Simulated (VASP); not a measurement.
Wanted: the native input for a VASP 6.6.1 run.

| Item | Value |
| --- | --- |
| Task | single point |
| Functional | r2SCAN |
| Potentials or basis | VASP PAW PBE potentials, release 64 (Al, N) |
| Cutoff | 660 eV |
| k mesh | 10 × 10 × 6 |
| Occupations | fermi-dirac, width 0.05 eV |
| Spin | no spin polarisation |
| Dipole correction | no |
| Further INCAR settings | ALGO = Normal; EDIFF = 1e-06; NBANDS = 16 |

The system is AlN.

```
Al N
1.0
     3.10670    0.00000    0.00000
    -1.55335    2.69048    0.00000
     0.00000    0.00000    4.97852
Al N
2 2
Direct
  0.33333 0.66667 0.99920
  0.66667 0.33333 0.49920
  0.33333 0.66667 0.38080
  0.66667 0.33333 0.88080
```

These files were run (other wordings do the same):

POSCAR

```
AlN
1.0
    3.1066957301      0.0000000000      0.0000000000
   -1.5533478650      2.6904774241      0.0000000000
    0.0000000000      0.0000000000      4.9785212214
Al N
2 2
Direct
    0.3333333333      0.6666666667     -0.0008019306
    0.6666666667      0.3333333333      0.4991980694
    0.3333333333      0.6666666667      0.3808019306
    0.6666666667      0.3333333333      0.8808019306
```

INCAR.step1

```
SYSTEM = AlN
ALGO = Normal
EDIFF = 1E-5
ENCUT = 660
GGA = PE
GGA_COMPAT = .FALSE.
ISMEAR = -1
LASPH = .TRUE.
LCHARG = .FALSE.
LREAL = .FALSE.
LWAVE = .TRUE.
NBANDS = 16
NELM = 120
PREC = Accurate
SIGMA = 0.05
```

INCAR.step2

```
SYSTEM = AlN
ALGO = Normal
EDIFF = 1E-6
ENCUT = 660
GGA_COMPAT = .FALSE.
ISIF = 2
ISMEAR = -1
ISTART = 1
LASPH = .TRUE.
LCHARG = .FALSE.
LMIXTAU = .TRUE.
LREAL = .FALSE.
LWAVE = .FALSE.
METAGGA = R2SCAN
NBANDS = 16
NELM = 120
PREC = Accurate
SIGMA = 0.05
```

KPOINTS

```
k-points
0
G
  10 10 6
  0 0 0
```

Potentials or basis: VASP PAW PBE potentials, release 64 (Al, N).

Run with:

```bash
$ cat potpaw_PBE.64/Al/POTCAR potpaw_PBE.64/N/POTCAR > POTCAR
$ cp INCAR.step1 INCAR
$ mpirun -np 1 vasp_std > vasp.out
$ cp INCAR.step2 INCAR
$ mpirun -np 1 vasp_std > vasp.out
```

It gave:

```yaml
Pressure: -0.4 GPa
Band_gap_on_the_k_mesh: 4.92 eV
```

Caveat: the PAW data sets were made with another functional, which shifts forces and pressure a little.

Run time: 86 s on 1 thread of Intel(R) Xeon(R) 6975P-C (Granite Rapids), on a shared host, peak memory 0.21 GiB.
